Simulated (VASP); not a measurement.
# SrLi7Br8 (a cell with a defect) in VASP: a series of runs

The runs below take SrLi7Br8 (a cell with a defect) through single point, with PBEsol, LDA.

All numbers are computed with VASP 6.6.1; they aren't measurements. Logs are shortened: lines on timing, memory, paths and dates and some standing lists are left out, and cuts for length are marked.

**1. The cell of the first run**

The cell holds a defect, 16 atoms: a = 7.653 Å, b = 7.653 Å, c = 7.653 Å, α = 60.00°, β = 60.00°, γ = 60.00°.

**2. Single point, PBEsol**

The input, INCAR:

```
SYSTEM = SrLi7Br8
  ALGO = Normal
  EDIFF = 1E-6
  ENCUT = 520
  GGA = PS
  ISIF = 2
  ISMEAR = -1
  LASPH = .True.
  LCHARG = .True.
  LELF = .True.
  LREAL = Auto
  LVHAR = .True.
  LWAVE = .False.
  NBANDS = 58
  NELECT = 86.0
  NELM = 80
  PREC = Accurate
  SIGMA = 0.05
```

The input, KPOINTS:

```
Automatic mesh
0
Gamma
  2 2 2
  0.5 0.5 0.5
```

The input, POSCAR:

```
SrLi7Br8
1.0
    0.0000000000      5.4113140000      5.4113140000
    5.4113140000      0.0000000000      5.4113140000
    5.4113140000      5.4113140000      0.0000000000
Br Li Sr
8 7 1
Direct
    0.7462080000      0.2561990000      0.2421270000
    0.2460430000      0.7551840000      0.7536270000
    0.2510700000      0.7543000000      0.2378500000
    0.7397440000      0.2537120000      0.7530900000
    0.2550980000      0.2434920000      0.7494880000
    0.7384290000      0.7510120000      0.2516520000
    0.2486220000      0.2475180000      0.2548650000
    0.7588960000      0.7397740000      0.7465270000
    0.9974320000      0.9954640000      0.0021980000
    0.0031010000      0.9827560000      0.5104160000
    0.4965100000      0.4984300000      0.9994900000
    0.9967650000      0.5077450000      0.9987330000
    0.5054740000      0.9994900000      0.5101400000
    0.5069890000      0.9986610000      0.0050960000
    0.0008560000      0.4950810000      0.5053820000
    0.4836440000      0.5205700000      0.4867010000
```

Potentials or basis: VASP PAW PBE potentials, release 64 (Br, Li_sv, Sr_sv).

On the command line:

```
> cat potpaw_PBE.64/Br/POTCAR potpaw_PBE.64/Li_sv/POTCAR potpaw_PBE.64/Sr_sv/POTCAR > POTCAR
> mpirun -np 1 vasp_std > vasp.out
```

OUTCAR:

```text
SYSTEM = SrLi7Br8
   EDIFF = 1E-6
   ENCUT = 520
   GGA = PS
   ISIF = 2
   ISMEAR = -1
   LASPH = .True.
   LREAL = Auto
   NELECT = 86.0
   NELM = 80
   PREC = Accurate

 ion  position               nearest neighbor table
   1  0.746  0.256  0.242-  11 2.66  13 2.70  16 2.76
   2  0.246  0.755  0.754-  10 2.63   9 2.65  11 2.69  12 2.69  16 2.72
   3  0.251  0.754  0.238-  16 2.61   9 2.65  11 2.68
   4  0.740  0.254  0.753-  14 2.64  11 2.66  16 2.83
   5  0.255  0.243  0.749-  13 2.62  15 2.70  16 2.74
   6  0.738  0.751  0.252-  14 2.59  16 2.63  12 2.69
   7  0.249  0.248  0.255-  15 2.70
   8  0.759  0.740  0.747-  15 2.63  10 2.64  13 2.65  12 2.65
   9  0.997  0.995  0.002-   2 2.65   3 2.65
  10  0.003  0.983  0.510-   2 2.63   8 2.64  16 3.61
  11  0.497  0.498  0.999-   4 2.66   1 2.66   3 2.68   2 2.69  16 3.77
  12  0.997  0.508  0.999-   8 2.65   6 2.69   2 2.69  16 3.82  16 3.83
  13  0.505  0.999  0.510-   5 2.62   8 2.65   1 2.70  16 3.82  16 3.85
  14  0.507  0.999  0.005-   6 2.59   4 2.64  16 3.68
  15  0.001  0.495  0.505-   8 2.63   7 2.70   5 2.70  16 3.72
  16  0.484  0.521  0.487-   3 2.61   6 2.63   2 2.72   5 2.74   1 2.76   4 2.83  10 3.61  14 3.68
                            15 3.72  11 3.77  13 3.82  12 3.82  12 3.83  13 3.85

  LATTYP: Found a face centered cubic cell.
 ALAT       =    10.8226280000

  Lattice vectors:

 A1 = (   0.0000000000,   5.4113140000,   5.4113140000)
 A2 = (   5.4113140000,   0.0000000000,   5.4113140000)
 A3 = (   5.4113140000,   5.4113140000,   0.0000000000)

Analysis of symmetry for initial positions (statically):
=====================================================================
 Subroutine PRICEL returns:
 Original cell was already a primitive cell.

 Routine SETGRP: Setting up the symmetry group for a
 face centered cubic supercell.

 Subroutine GETGRP returns: Found  1 space group operations
 (whereof  1 operations were pure point group operations)
 out of a pool of 48 trial point group operations.

The static configuration has the point symmetry C_1 .

Analysis of symmetry for dynamics (positions and initial velocities):
=====================================================================
 Subroutine PRICEL returns:
 Original cell was already a primitive cell.

 Routine SETGRP: Setting up the symmetry group for a
 face centered cubic supercell.

 Subroutine GETGRP returns: Found  1 space group operations
 (whereof  1 operations were pure point group operations)
 out of a pool of 48 trial point group operations.

The dynamic configuration has the point symmetry C_1 .

 Subroutine INISYM returns: Found  1 space group operations
 (whereof  1 operations are pure point group operations),
 and found     1 'primitive' translations

----------------------------------------------------------------------------------------

                                     Primitive cell

  volume of cell :     316.9116

  direct lattice vectors                    reciprocal lattice vectors
     0.000000000  5.411314000  5.411314000    -0.092399000  0.092399000  0.092399000
     5.411314000  0.000000000  5.411314000     0.092399000 -0.092399000  0.092399000
     5.411314000  5.411314000  0.000000000     0.092399000  0.092399000 -0.092399000

  length of vectors
     7.652753649  7.652753649  7.652753649     0.160039762  0.160039762  0.160039762

  position of ions in fractional coordinates (direct lattice)
     0.746208000  0.256199000  0.242127000
     0.246043000  0.755184000  0.753627000
     0.251070000  0.754300000  0.237850000
     0.739744000  0.253712000  0.753090000
     0.255098000  0.243492000  0.749488000
     0.738429000  0.751012000  0.251652000
[... 8 lines left out ...]
     0.000856000  0.495081000  0.505382000
     0.483644000  0.520570000  0.486701000

  ion indices of the primitive-cell ions
   primitive index   ion index
                 1           1
                 2           2
                 3           3
                 4           4
                 5           5
                 6           6
[... 8 lines left out ...]
                15          15
                16          16

----------------------------------------------------------------------------------------

 KPOINTS: Automatic mesh

Automatic generation of k-mesh.
 Grid dimensions read from file:
 generate k-points for:    2    2    2

 Generating k-lattice:

  Cartesian coordinates                     Fractional coordinates (reciprocal lattice)
    -0.046199500  0.046199500  0.046199500     0.500000000  0.000000000  0.000000000
     0.046199500 -0.046199500  0.046199500     0.000000000  0.500000000  0.000000000
     0.046199500  0.046199500 -0.046199500     0.000000000  0.000000000  0.500000000

  Length of vectors
     0.080019881  0.080019881  0.080019881

  Shift w.r.t. Gamma in fractional coordinates (k-lattice)
     0.500000000  0.500000000  0.500000000

 Subroutine IBZKPT returns following result:
 ===========================================

 Found     16 irreducible k-points:

 Following reciprocal coordinates:
            Coordinates               Weight
  0.250000  0.250000  0.250000      2.000000
  0.250000  0.000000  0.000000      2.000000
  0.000000  0.000000 -0.250000      2.000000
  0.000000  0.250000  0.000000      2.000000
 -0.250000  0.250000  0.250000      2.000000
  0.250000 -0.250000  0.250000      2.000000
[... 8 lines left out ...]
  0.000000  0.250000  0.500000      2.000000
  0.500000  0.250000  0.000000      2.000000
   k-points           NKPTS =     16   k-points in BZ     NKDIM =     16   number of bands    NBANDS=     58
   number of dos      NEDOS =    301   number of ions     NIONS =     16
   total plane-waves  NPLWV = 216000
   dimension x,y,z NGX =    60 NGY =   60 NGZ =   60
   dimension x,y,z NGXF=   120 NGYF=  120 NGZF=  120
   ions per type =               8   7   1
   NGX,Y,Z   is equivalent  to a cutoff of  13.03, 13.03, 13.03 a.u.
   NGXF,Y,Z  is equivalent  to a cutoff of  26.07, 26.07, 26.07 a.u.
 SYSTEM =  SrLi7Br8
   PREC   = accura    normal or accurate (medium, high low for compatibility)
   ISTART =      0    job   : 0-new  1-cont  2-samecut
   ICHARG =      2    charge: 1-file 2-atom 10-const
   ISPIN  =      1    spin polarized calculation?
   LNONCOLLINEAR =      F non collinear calculations
   LSORBIT =      F    spin-orbit coupling
   LASPH  =      T    aspherical Exc in radial PAW
   ENCUT  =  520.0 eV  38.22 Ry    6.18 a.u.  14.23 14.23 14.23*2*pi/ulx,y,z
   NELM   =     80;   NELMIN=  2; NELMDL= -5     # of ELM steps
   EDIFF  = 0.1E-05   stopping-criterion for ELM
   LREAL  =      T    real-space projection
   EDIFFG = 0.1E-04   stopping-criterion for IOM
   NSW    =      0    number of steps for IOM
   IBRION =     -1    ionic relax: 0-MD 1-quasi-New 2-CG
   NFREE  =      0    steps in history (QN), initial steepest desc. (CG)
   ISIF   =      2    stress and relaxation
   ISYM   =      2    0-nonsym 1-usesym 2-fastsym
   POTIM  = 0.5000    time-step for ionic-motion
   TEBEG  =    0.0;   TEEND  =   0.0 temperature during run
   PSTRESS=    0.0 pullay stress
   NELECT =      86.0000    total number of electrons
   NUPDOWN=      -1.0000    fix difference up-down
   EMIN   =  10.00;   EMAX   =-10.00  energy-range for DOS
   EFERMI =   0.00;   METHOD = LEGACY
   ISMEAR =    -1;   SIGMA  =   0.05  broadening in eV -4-tet -1-fermi 0-gaus
   EFERMI_NEDOS =   21; number of points for ismear=-14 and -15
   IALGO  =     38    algorithm
   IMIX   =      4    mixing-type and parameters
     AMIX     =   0.40;   BMIX     =  1.00
     AMIX_MAG =   1.60;   BMIX_MAG =  1.00
  volume/ion in A,a.u.               =      19.81       133.66
  Fermi-wavevector in a.u.,A,eV,Ry     =   1.059892  2.002905 15.284389  1.123371
  Thomas-Fermi vector in A             =   2.195254
   LORBIT       =      0    0 simple, 1 ext, 2 COOP (PROOUT), +10 PAW based schemes
   GGA     = PS    functional components
   LHFCALC =     F    Hartree Fock is set to
   AEXX    =    0.0000 exact exchange contribution
   IVDW    =     0    specifies the selected vdW correction
   LEPSILON=     F    determine dielectric tensor
   LRPA    =     F    only Hartree local field effects (RPA)
 non-spin polarized calculation
  energy-cutoff  :      520.00
  volume of cell :      316.91
 maximum number of plane-waves:      8537
 NGX is ok and might be reduce to    60
   NGX = 29   NGY = 29   NGZ = 29

 number of electron      86.0000005 magnetization

 Free energy of the ion-electron system (eV)
  ---------------------------------------------------
  ext. energy  EPLUGINS =         0.00000000
  ---------------------------------------------------
  free energy    TOTEN  =       -58.69389803 eV

  energy without entropy =      -58.69389803  energy(sigma->0) =      -58.69389803

 E-fermi :   2.2332     XC(G=0):  -8.9908

 val. band max:        0.9353978913   @ k =   0.0000   0.2500   0.0000
 cond. band min:       6.3789086392   @ k =   0.2500   0.0000   0.0000
 fundamental gap:      5.4435107479
 Fermi energy:         2.2332264667

 k-point     1 :       0.2500    0.2500    0.2500
  band No.  band energies     occupation
      1     -42.5641      2.00000
      2     -42.5541      2.00000
      3     -42.5172      2.00000
      4     -42.5129      2.00000
      5     -42.4789      2.00000
      6     -42.4732      2.00000
[... 47 lines left out ...]
     54       8.5137      0.00000
     55       8.7907      0.00000

 k-point     2 :       0.2500    0.0000    0.0000
  band No.  band energies     occupation
      1     -42.5641      2.00000
      2     -42.5541      2.00000
      3     -42.5172      2.00000
      4     -42.5129      2.00000
      5     -42.4789      2.00000
      6     -42.4732      2.00000
[... 47 lines left out ...]
     54       8.4945      0.00000
     55       8.7755      0.00000
[... 752 lines left out ...]
     54       8.5472      0.00000
     55       8.8710      0.00000

 k-point    16 :       0.5000    0.2500    0.0000
  band No.  band energies     occupation
      1     -42.5641      2.00000
      2     -42.5541      2.00000
      3     -42.5172      2.00000
      4     -42.5129      2.00000
      5     -42.4789      2.00000
      6     -42.4732      2.00000
[... 47 lines left out ...]
     54       8.5455      0.00000
     55       8.9397      0.00000
 [bands above 55 left out]

------------------------ aborting loop because EDIFF is reached ----------------------------------------

  FORCE on cell =-STRESS in cart. coord.  units (eV):
  Direction    XX          YY          ZZ          XY          YZ          ZX
  --------------------------------------------------------------------------------------
  -------------------------------------------------------------------------------------
  Total        2.3813709      3.8842793      4.2635463      0.2814273     -0.0311458      0.0045676
  in kB       12.0392498     19.6373479     21.5547683      1.4227827     -0.1574604      0.0230922
  external PRESSURE =      17.7437887 kB  Pullay stress =       0.0000000 kB

 VOLUME and BASIS-vectors are now :
 -----------------------------------------------------------------------------
  energy-cutoff  :      520.00
  volume of cell :      316.91
      direct lattice vectors                 reciprocal lattice vectors
     0.000000000  5.411314000  5.411314000    -0.092399000  0.092399000  0.092399000
     5.411314000  0.000000000  5.411314000     0.092399000 -0.092399000  0.092399000
     5.411314000  5.411314000  0.000000000     0.092399000  0.092399000 -0.092399000

 POSITION                                       TOTAL-FORCE (eV/Angst)
 -----------------------------------------------------------------------------------
      2.69660      5.34819      5.42434        -1.296935      0.195933     -0.033298
      8.16465      5.40953      5.41795         1.446218      0.046014     -0.060366
      5.36884      2.64570      5.44037         0.045388     -2.395094     -0.090710
      5.44812      8.07819      5.37590        -0.137815      1.005893      0.044548
      5.37333      5.43613      2.69803         0.084924      0.041378     -1.380498
      5.42573      5.35764      8.05983        -0.029356      0.231603      2.366837
[... 8 lines left out ...]
      5.41382      2.73941      2.68367        -0.091101     -0.008419     -0.100479
      5.45066      5.25084      5.43412        -0.244736      1.436806     -0.902891
 -----------------------------------------------------------------------------------
    total drift:                               -0.005521     -0.003786      0.003037

  FREE ENERGIE OF THE ION-ELECTRON SYSTEM (eV)
  ---------------------------------------------------
  free  energy   TOTEN  =       -58.6938980266 eV

  energy  without entropy=      -58.6938980266  energy(sigma->0) =      -58.69389803
```

Run time: 5.3 min. Hardware: 1 thread of Intel Xeon Platinum 8559C (Emerald Rapids), shared host; peak memory 0.58 GiB.

What came out:

```yaml
Free_energy: -58.6939 eV
Largest_force: 2.397 eV/Å
```

Forces in eV/Å, atoms in the order of the input:
```
Br  -1.297  0.196 -0.033
Br   1.446  0.046 -0.060
Br   0.045 -2.395 -0.091
Br  -0.138  1.006  0.045
Br   0.085  0.041 -1.380
Br  -0.029  0.232  2.367
Br   0.029 -0.083 -0.040
Br   0.104 -0.054  0.057
Li   0.092 -0.107  0.056
Li   0.163 -0.198  0.118
Li  -0.091  0.051 -0.047
Li  -0.074  0.114 -0.090
Li  -0.028 -0.101  0.036
Li   0.029 -0.175  0.067
Li  -0.091 -0.008 -0.100
Sr  -0.245  1.437 -0.903
```

Levels at points of the mesh, in eV from the Fermi level:
```tsv
k point	band 39	band 40	band 41	band 42	band 43	band 44	band 45	band 46	band 47	band 48
(0.25, 0.25, 0.25)	-1.84	-1.59	-1.56	-1.38	-1.33	4.17	4.30	4.39	4.47	4.67
```

Caveat: the cell carries a net charge on a neutralising background, which shifts energy and pressure; the cell is charged against a uniform background, so pressure and absolute levels hang on convention; the cutoff is under 1.25 times the usual one of these potentials, so pressure, stress and relaxed cells hold a basis-set (Pulay) error; the PAW data sets were made with another functional, which shifts forces and pressure a little.

(Part 1 of 2 ends here.)
